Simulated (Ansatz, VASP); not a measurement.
## One calculation of O, two programs

```xyz
2
Lattice="0.0000 1.9024 3.9247 1.5117 0.0000 3.9247 1.5117 1.9024 0.0000" Properties=species:S:1:pos:R:3 pbc="T T T"
O     1.5117    1.9024    4.5440
O     1.5117    1.9024    3.3053
```

Change from the starting cell: volume scaled by 1.02.

Alike in both runs: task single point; functional PBE; k mesh 12 × 12 × 12; occupations fermi-dirac, width 0.05 eV; no spin polarisation.

|  | VASP | Ansatz |
| --- | --- | --- |
| version | VASP 6.6.1 | Ansatz 0.2.0 |
| potentials or method | VASP PAW PBE potentials, release 64 (O) | Ansatz PAW |
| plane-wave cutoff (eV) | 520 | 420 |
| valence electrons in the cell | 12 | 12 |

Ansatz gave:

| Property | Result |
| --- | --- |
| gap on the k mesh at the Fermi level (eV) | none |
| pressure (GPa) | -3.9 |
| traceless stress, the component that is largest in VASP (GPa) | 5.70 |
| rms of the force components (eV/Å) | 0.950 |

Q: Which values does VASP return?

A: gap on the k mesh at the Fermi level (eV): none; pressure (GPa): -1.4; traceless stress, the component that is largest in VASP (GPa): 2.86; rms of the force components (eV/Å): 0.387.

Atom by atom the forces differ by 0.563 eV/Å (rms over components). A gap of «none» marks a metal or a gap that the smearing closes. With one functional, cell and mesh, what is left measures potentials, basis and numerics.

Noted on VASP's run: the standard files for N, O and F lose accuracy on very short bonds; spin is off for a triplet molecule. Noted on Ansatz's run: Pulay correction over one GPa; spin is off for a triplet molecule.
